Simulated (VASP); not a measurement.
Sb:

```
Sb
1.0
    -1.57654    1.57654    2.71194
     1.57654   -1.57654    2.71194
     1.57654    1.57654   -2.71194
Sb
1
Cartesian
  0.0000 0.0000 0.0000
```

| Property | Result |
| --- | --- |
| Program | VASP 6.6.1 |
| Task | relaxation of cell and atoms |
| Functional | PBEsol-based global hybrid with 25 % exact exchange |
| Potentials or basis | VASP PAW PBE potentials, release 64 (Sb) |
| Cutoff | 600 eV |
| k mesh | 6 × 6 × 6 |
| Occupations | fermi-dirac, width 0.05 eV |
| Spin | no spin polarisation |

At the start: pressure -3.8 GPa; volume 26.96 Å³/atom.

Problem. Where does the relaxation end?

Solution. Over 5 steps the energy falls by 22.4 meV/atom and the volume is 25.45 Å³/atom (-5.6 %); space group I4/mmm (No. 139, to 0.1 Å) before and after.

The path:
```csv
step,energy change (eV),largest force (eV/Å),pressure (GPa),volume (Å³)
1,0.0000,0.0000,-3.79,26.96
2,-0.0127,0.0000,3.32,24.55
3,-0.0209,0.0000,0.29,25.43
4,-0.0224,0.0000,0.00,25.45
5,-0.0224,0.0000,0.03,25.45
```

Final structure:
```
Sb
1.0
    -1.56000    1.56000    2.61422
     1.56000   -1.56000    2.61422
     1.56000    1.56000   -2.61422
Sb
1
Direct
  0.00000 0.00000 0.00000
```

Caveat: the k points lie up to 0.39 Å⁻¹ apart in the final cell, too coarse for converged energies and pressures of a metal; the PAW data sets were made with another functional, which shifts forces and pressure a little; an odd number of electrons without spin polarisation forces a metal; a magnetic or distorted state may lie lower.
